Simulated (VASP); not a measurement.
# LiNbO3 (R-3c) in VASP: further runs

LiNbO3 is run at these levels: PBE; tasks: single point.

Program: VASP 6.6.1. These are calculated values, not measurements. Logs are shortened: lines on timing, memory, paths and dates and some standing lists are left out, and cuts for length are marked.

### 1 The cell of the first run

The structure is trigonal, space group R-3c (No. 167). Conventional cell: a = 5.138 Å, b = 5.138 Å, c = 13.094 Å, α = 90.00°, β = 90.00°, γ = 120.00°. Li (site symmetry 32) has 3 O at 1.89 Å within 2.5 Å. Within 2.6 Å of Nb (site symmetry -3) lie 6 O at 1.96 Å. O (site symmetry 2) has 1 Li at 1.89 Å and 2 Nb at 1.96 Å within 2.5 Å.

### 2 Single point, PBE (z stretched by -3 %, then relaxed in part)

Contents of INCAR:

```
SYSTEM = LiNbO3
ALGO = Normal
EDIFF = 1E-7
ENCUT = 520
GGA = PE
ISIF = 2
ISMEAR = -1
LASPH = .TRUE.
LCHARG = .FALSE.
LREAL = .FALSE.
LWAVE = .FALSE.
NBANDS = 45
NELM = 100
PREC = Accurate
SIGMA = 0.02
```

Contents of KPOINTS:

```
k-points
0
G
  7 7 7
  0 0 0
```

Contents of POSCAR:

```
LiNbO3
1.0
    2.5689010133      1.4831556916      4.3645829000
   -2.5689010133      1.4831556916      4.3645829000
    0.0000000000     -2.9663113832      4.3645829000
Li Nb O
2 2 6
Direct
    0.7500000000      0.7500000000      0.7500000000
    0.2500000000      0.2500000000      0.2500000000
    0.5000000000      0.5000000000      0.5000000000
    0.0000000000      0.0000000000      0.0000000000
    0.6175205612      0.8824794388      0.2500000000
    0.2500000000      0.6175205612      0.8824794388
    0.8824794388      0.2500000000      0.6175205612
    0.7500000000      0.3824794388      0.1175205612
    0.3824794388      0.1175205612      0.7500000000
    0.1175205612      0.7500000000      0.3824794388
```

Potentials or basis: VASP PAW PBE potentials, release 64 (Li_sv, Nb_sv, O).

Command:

```console
> cat potpaw_PBE.64/Li_sv/POTCAR potpaw_PBE.64/Nb_sv/POTCAR potpaw_PBE.64/O/POTCAR > POTCAR
> mpirun -np 1 vasp_std > vasp.out
```

OUTCAR:

```text
SYSTEM = LiNbO3
   EDIFF = 1E-7
   ENCUT = 520
   GGA = PE
   ISIF = 2
   ISMEAR = -1
   LASPH = .TRUE.
   LREAL = .FALSE.
   NELM = 100
   PREC = Accurate

 ion  position               nearest neighbor table
   1  0.750  0.750  0.750-   9 1.89   8 1.89  10 1.89
   2  0.250  0.250  0.250-   5 1.89   6 1.89   7 1.89
   3  0.500  0.500  0.500-   7 1.96  10 1.96   8 1.96   6 1.96   9 1.96   5 1.96
   4  0.000  0.000  0.000-   6 1.96   8 1.96   7 1.96  10 1.96   9 1.96   5 1.96
   5  0.618  0.882  0.250-   2 1.89   3 1.96   4 1.96
   6  0.250  0.618  0.882-   2 1.89   4 1.96   3 1.96
   7  0.882  0.250  0.618-   2 1.89   3 1.96   4 1.96
   8  0.750  0.382  0.118-   1 1.89   4 1.96   3 1.96
   9  0.382  0.118  0.750-   1 1.89   3 1.96   4 1.96
  10  0.118  0.750  0.382-   1 1.89   3 1.96   4 1.96

  LATTYP: Found a trigonal (rhomboedric) cell.
 ALAT       =     5.2771760547
 COS(alpha) =     0.5260619586

  Lattice vectors:

 A1 = (   2.5689010133,   1.4831556916,   4.3645829000)
 A2 = (  -2.5689010133,   1.4831556916,   4.3645829000)
 A3 = (   0.0000000000,  -2.9663113832,   4.3645829000)

Analysis of symmetry for initial positions (statically):
=====================================================================
 Subroutine PRICEL returns:
 Original cell was already a primitive cell.

 Routine SETGRP: Setting up the symmetry group for a
 trigonal (rhombohedral) supercell.

 Subroutine GETGRP returns: Found 12 space group operations
 (whereof  6 operations were pure point group operations)
 out of a pool of 12 trial point group operations.

The static configuration has the point symmetry S_6 .
 The point group associated with its full space group is D_3d.

Analysis of symmetry for dynamics (positions and initial velocities):
=====================================================================
 Subroutine PRICEL returns:
 Original cell was already a primitive cell.

 Routine SETGRP: Setting up the symmetry group for a
 trigonal (rhombohedral) supercell.

 Subroutine GETGRP returns: Found 12 space group operations
 (whereof  6 operations were pure point group operations)
 out of a pool of 12 trial point group operations.

The dynamic configuration has the point symmetry S_6 .
 The point group associated with its full space group is D_3d.

 Subroutine INISYM returns: Found 12 space group operations
 (whereof  6 operations are pure point group operations),
 and found     1 'primitive' translations

----------------------------------------------------------------------------------------

                                     Primitive cell

  volume of cell :      99.7765

  direct lattice vectors                    reciprocal lattice vectors
     2.568901013  1.483155692  4.364582900     0.194635760  0.112373008  0.076372323
    -2.568901013  1.483155692  4.364582900    -0.194635760  0.112373008  0.076372323
     0.000000000 -2.966311383  4.364582900     0.000000000 -0.224746016  0.076372323

  length of vectors
     5.277176055  5.277176055  5.277176055     0.237367865  0.237367865  0.237367865

  position of ions in fractional coordinates (direct lattice)
     0.750000000  0.750000000  0.750000000
     0.250000000  0.250000000  0.250000000
     0.500000000  0.500000000  0.500000000
     0.000000000  0.000000000  0.000000000
     0.617520561  0.882479439  0.250000000
     0.250000000  0.617520561  0.882479439
     0.882479439  0.250000000  0.617520561
     0.750000000  0.382479439  0.117520561
     0.382479439  0.117520561  0.750000000
     0.117520561  0.750000000  0.382479439

  ion indices of the primitive-cell ions
   primitive index   ion index
                 1           1
                 2           2
                 3           3
                 4           4
                 5           5
                 6           6
                 7           7
                 8           8
                 9           9
                10          10

----------------------------------------------------------------------------------------

 KPOINTS: k-points

Automatic generation of k-mesh.
 Grid dimensions read from file:
 generate k-points for:    7    7    7

 Generating k-lattice:

  Cartesian coordinates                     Fractional coordinates (reciprocal lattice)
     0.027805109  0.016053287  0.010910332     0.142857143  0.000000000 -0.000000000
    -0.027805109  0.016053287  0.010910332     0.000000000  0.142857143 -0.000000000
     0.000000000 -0.032106574  0.010910332    -0.000000000 -0.000000000  0.142857143

  Length of vectors
     0.033909695  0.033909695  0.033909695

  Shift w.r.t. Gamma in fractional coordinates (k-lattice)
     0.000000000  0.000000000  0.000000000

 Subroutine IBZKPT returns following result:
 ===========================================

 Found     44 irreducible k-points:

 Following reciprocal coordinates:
            Coordinates               Weight
  0.000000  0.000000  0.000000      1.000000
  0.142857 -0.000000 -0.000000      6.000000
  0.285714 -0.000000 -0.000000      6.000000
  0.428571  0.000000 -0.000000      6.000000
  0.142857  0.142857 -0.000000      6.000000
  0.285714  0.142857 -0.000000     12.000000
[... 16 lines left out ...]
  0.285714  0.285714  0.142857      6.000000
  0.428571  0.285714  0.142857     12.000000
 [... further k-points ...]
   k-points           NKPTS =     44   k-points in BZ     NKDIM =     44   number of bands    NBANDS=     45
   number of dos      NEDOS =    301   number of ions     NIONS =     10
   total plane-waves  NPLWV =  64000
   dimension x,y,z NGX =    40 NGY =   40 NGZ =   40
   dimension x,y,z NGXF=    80 NGYF=   80 NGZF=   80
   ions per type =               2   2   6
   NGX,Y,Z   is equivalent  to a cutoff of  12.60, 12.60, 12.60 a.u.
   NGXF,Y,Z  is equivalent  to a cutoff of  25.20, 25.20, 25.20 a.u.
 SYSTEM =  LiNbO3
   PREC   = accura    normal or accurate (medium, high low for compatibility)
   ISTART =      0    job   : 0-new  1-cont  2-samecut
   ICHARG =      2    charge: 1-file 2-atom 10-const
   ISPIN  =      1    spin polarized calculation?
   LNONCOLLINEAR =      F non collinear calculations
   LSORBIT =      F    spin-orbit coupling
   LASPH  =      T    aspherical Exc in radial PAW
   ENCUT  =  520.0 eV  38.22 Ry    6.18 a.u.   9.81  9.81  9.81*2*pi/ulx,y,z
   NELM   =    100;   NELMIN=  2; NELMDL= -5     # of ELM steps
   EDIFF  = 0.1E-06   stopping-criterion for ELM
   LREAL  =      F    real-space projection
   EDIFFG = 0.1E-05   stopping-criterion for IOM
   NSW    =      0    number of steps for IOM
   IBRION =     -1    ionic relax: 0-MD 1-quasi-New 2-CG
   NFREE  =      0    steps in history (QN), initial steepest desc. (CG)
   ISIF   =      2    stress and relaxation
   ISYM   =      2    0-nonsym 1-usesym 2-fastsym
   POTIM  = 0.5000    time-step for ionic-motion
   TEBEG  =    0.0;   TEEND  =   0.0 temperature during run
   PSTRESS=    0.0 pullay stress
   NELECT =      68.0000    total number of electrons
   NUPDOWN=      -1.0000    fix difference up-down
   EMIN   =  10.00;   EMAX   =-10.00  energy-range for DOS
   EFERMI =   0.00;   METHOD = LEGACY
   ISMEAR =    -1;   SIGMA  =   0.02  broadening in eV -4-tet -1-fermi 0-gaus
   EFERMI_NEDOS =   21; number of points for ismear=-14 and -15
   IALGO  =     38    algorithm
   IMIX   =      4    mixing-type and parameters
     AMIX     =   0.40;   BMIX     =  1.00
     AMIX_MAG =   1.60;   BMIX_MAG =  1.00
  volume/ion in A,a.u.               =       9.98        67.33
  Fermi-wavevector in a.u.,A,eV,Ry     =   1.440683  2.722496 28.239810  2.075568
  Thomas-Fermi vector in A             =   2.559400
   LORBIT       =      0    0 simple, 1 ext, 2 COOP (PROOUT), +10 PAW based schemes
   GGA     = PE    functional components
   LHFCALC =     F    Hartree Fock is set to
   AEXX    =    0.0000 exact exchange contribution
   IVDW    =     0    specifies the selected vdW correction
   LEPSILON=     F    determine dielectric tensor
   LRPA    =     F    only Hartree local field effects (RPA)
 non-spin polarized calculation
  energy-cutoff  :      520.00
  volume of cell :       99.78
 maximum number of plane-waves:      2725
   NGX = 19   NGY = 19   NGZ = 19

 number of electron      68.0000022 magnetization

 Free energy of the ion-electron system (eV)
  ---------------------------------------------------
  ext. energy  EPLUGINS =         0.00000000
  ---------------------------------------------------
  free energy    TOTEN  =       -79.31406288 eV

  energy without entropy =      -79.31406288  energy(sigma->0) =      -79.31406288

 E-fermi :   4.9259     XC(G=0): -11.1503

 val. band max:        4.4538460639   @ k =   0.0000   0.0000   0.0000
 cond. band min:       7.0878629201   @ k =   0.4286   0.4286   0.0000
 fundamental gap:      2.6340168563
 Fermi energy:         4.9259477869

 k-point     1 :       0.0000    0.0000    0.0000
  band No.  band energies     occupation
      1     -49.9697      2.00000
      2     -49.9481      2.00000
      3     -38.2176      2.00000
      4     -38.2145      2.00000
      5     -26.2805      2.00000
      6     -26.2805      2.00000
[... 37 lines left out ...]
     44      15.5201      0.00000
     45      15.8606      0.00000

 k-point     2 :       0.1429   -0.0000   -0.0000
  band No.  band energies     occupation
      1     -49.9686      2.00000
      2     -49.9492      2.00000
      3     -38.2174      2.00000
      4     -38.2147      2.00000
      5     -26.2709      2.00000
      6     -26.2703      2.00000
[... 37 lines left out ...]
     44      15.3426      0.00000
     45      15.3762      0.00000

 k-point     3 :       0.2857   -0.0000   -0.0000
  band No.  band energies     occupation
      1     -49.9656      2.00000
      2     -49.9521      2.00000
      3     -38.2170      2.00000
      4     -38.2151      2.00000
      5     -26.2433      2.00000
      6     -26.2413      2.00000
[... 37 lines left out ...]
     44      14.7853      0.00000
     45      14.9171      0.00000

 k-point     4 :       0.4286    0.0000   -0.0000
  band No.  band energies     occupation
      1     -49.9612      2.00000
      2     -49.9564      2.00000
      3     -38.2165      2.00000
      4     -38.2157      2.00000
      5     -26.2016      2.00000
      6     -26.1986      2.00000
[... 901 lines left out ...]
     44      14.3929      0.00000
     45      15.0803      0.00000

 k-point    23 :       0.2857    0.2857    0.1429
  band No.  band energies     occupation
      1     -49.9661      2.00000
      2     -49.9516      2.00000
      3     -38.2171      2.00000
      4     -38.2151      2.00000
      5     -26.2752      2.00000
      6     -26.2614      2.00000
[... 37 lines left out ...]
     44      14.3972      0.00000
     45      15.2943      0.00000

 k-point    24 :       0.4286    0.2857    0.1429
  band No.  band energies     occupation
      1     -49.9639      2.00000
      2     -49.9538      2.00000
      3     -38.2168      2.00000
      4     -38.2154      2.00000
      5     -26.2859      2.00000
      6     -26.2365      2.00000
[... 37 lines left out ...]
     44      14.1002      0.00000
     45      14.9962      0.00000

 [... further k-points ...]

------------------------ aborting loop because EDIFF is reached ----------------------------------------

  FORCE on cell =-STRESS in cart. coord.  units (eV):
  Direction    XX          YY          ZZ          XY          YZ          ZX
  --------------------------------------------------------------------------------------
  -------------------------------------------------------------------------------------
  Total        7.7819201      7.7819201     11.3544574     -0.0000000      0.0000000      0.0000000
  in kB      124.9594887    124.9594887    182.3261063     -0.0000000      0.0000000      0.0000000
  external PRESSURE =     144.0816946 kB  Pullay stress =       0.0000000 kB

 VOLUME and BASIS-vectors are now :
 -----------------------------------------------------------------------------
  energy-cutoff  :      520.00
  volume of cell :       99.78
      direct lattice vectors                 reciprocal lattice vectors
     2.568901013  1.483155692  4.364582900     0.194635760  0.112373008  0.076372323
    -2.568901013  1.483155692  4.364582900    -0.194635760  0.112373008  0.076372323
     0.000000000 -2.966311383  4.364582900     0.000000000 -0.224746016  0.076372323

 POSITION                                       TOTAL-FORCE (eV/Angst)
 -----------------------------------------------------------------------------------
      0.00000      0.00000      9.82031         0.000000      0.000000     -0.000000
      0.00000      0.00000      3.27344         0.000000      0.000000     -0.000000
      0.00000      0.00000      6.54687         0.000000     -0.000000     -0.000000
      0.00000      0.00000      0.00000         0.000000      0.000000     -0.000000
     -0.68065      1.48316      7.63802         0.036381     -0.000000     -0.000000
     -0.94412     -1.33104      7.63802        -0.018191      0.031507     -0.000000
      1.62478     -0.15211      7.63802        -0.018191     -0.031507     -0.000000
      0.94412      1.33104      5.45573         0.018191     -0.031507     -0.000000
      0.68065     -1.48316      5.45573        -0.036381     -0.000000      0.000000
     -1.62478      0.15211      5.45573         0.018191      0.031507     -0.000000
 -----------------------------------------------------------------------------------
    total drift:                                0.000000      0.000000     -0.000000

  FREE ENERGIE OF THE ION-ELECTRON SYSTEM (eV)
  ---------------------------------------------------
  free  energy   TOTEN  =       -79.3140628780 eV

  energy  without entropy=      -79.3140628780  energy(sigma->0) =      -79.31406288
```

Run time: 3.4 min. Hardware: 1 thread of Intel Xeon Platinum 8488C (Sapphire Rapids), shared host; peak memory 0.33 GiB.

What came out:

| Quantity | Value |
| --- | --- |
| Free energy | -79.3141 eV |
| Largest force | 0.036 eV/Å |
| Band gap on the k mesh | 2.63 eV (least direct gap 2.69 eV) |

Forces in eV/Å, atoms in the order of the input:
```
Li   0.000  0.000  0.000
Li   0.000  0.000  0.000
Nb   0.000  0.000  0.000
Nb   0.000  0.000  0.000
O    0.036  0.000  0.000
O   -0.018  0.032  0.000
O   -0.018 -0.032  0.000
O    0.018 -0.032  0.000
O   -0.036  0.000  0.000
O    0.018  0.032  0.000
```

Levels at points of the mesh, in eV from the valence-band top:
| k point | band 32 | band 33 | band 34 | band 35 | band 36 | band 37 |
| --- | --- | --- | --- | --- | --- | --- |
| (0.00, 0.00, 0.00) | -0.33 | -0.33 | 0.00 | 2.69 | 2.72 | 2.72 |

Caveat: the cell differs from its parent crystal (z stretched by -3 %, then relaxed in part); the cutoff is under 1.25 times the usual one of these potentials, so pressure, stress and relaxed cells hold a basis-set (Pulay) error. A k mesh can miss the band edges.

### 3 Single point, PBE (10.08 Å³/atom)

This run uses another cell than the first one, of 10.08 Å³/atom.

Contents of INCAR:

```
PREC = Accurate
ENCUT = 520
EDIFF = 1E-6
ISMEAR = -1
SIGMA = 0.02
LREAL = F
LASPH = T
NELM = 80
ALGO = Normal
ISIF = 2
LWAVE = F
LCHARG = T
GGA = PE
LELF = T
LVHAR = T
NBANDS = 45
```

Contents of KPOINTS:

```
Automatic mesh
0
Gamma
  7 7 7
```

Contents of POSCAR:

```
LiNbO3
1.0
    2.5516595474      1.4732013266      4.4693706337
   -2.5516595474      1.4732013266      4.4693706337
    0.0000000000     -2.9464026532      4.4693706337
Li Nb O
2 2 6
Direct
    0.7500000000      0.7500000000      0.7500000000
    0.2500000000      0.2500000000      0.2500000000
    0.5000000000      0.5000000000      0.5000000000
    0.0000000000      0.0000000000      0.0000000000
    0.6185095953      0.8814904047      0.2500000000
    0.2500000000      0.6185095953      0.8814904047
    0.8814904047      0.2500000000      0.6185095953
    0.7500000000      0.3814904047      0.1185095953
    0.3814904047      0.1185095953      0.7500000000
    0.1185095953      0.7500000000      0.3814904047
```

Potentials or basis: VASP PAW PBE potentials, release 64 (Li_sv, Nb_sv, O).

Command:

```console
> cat potpaw_PBE.64/Li_sv/POTCAR potpaw_PBE.64/Nb_sv/POTCAR potpaw_PBE.64/O/POTCAR > POTCAR
> mpirun -np 1 vasp_std > vasp.out
```

Wall time 2.8 min (1 thread of Intel Xeon Platinum 8488C (Sapphire Rapids), shared host); peak memory 0.34 GiB.

It converged, with:

```
Free energy            : -79.4435 eV
Largest force          : 0.035 eV/Å
Band gap on the k mesh : 2.68 eV (least direct gap 2.75 eV)
```

Forces on the atoms (eV/Å):
```
Li   0.000  0.000  0.000
Li   0.000  0.000  0.000
Nb   0.000  0.000  0.000
Nb   0.000  0.000  0.000
O    0.035  0.000  0.000
O   -0.018  0.031  0.000
O   -0.018 -0.031  0.000
O    0.018 -0.031  0.000
O   -0.035  0.000  0.000
O    0.018  0.031  0.000
```

Levels at points of the mesh, in eV from the valence-band top:
| k point | band 30 | band 31 | band 32 | band 33 | band 34 | band 35 | band 36 | band 37 | band 38 | band 39 |
| --- | --- | --- | --- | --- | --- | --- | --- | --- | --- | --- |
| (0.00, 0.00, 0.00) | -0.45 | -0.45 | -0.23 | -0.23 | 0.00 | 2.75 | 2.75 | 2.85 | 4.79 | 4.79 |

Caveat: the cutoff is under 1.25 times the usual one of these potentials, so pressure, stress and relaxed cells hold a basis-set (Pulay) error. A k mesh can miss the band edges.
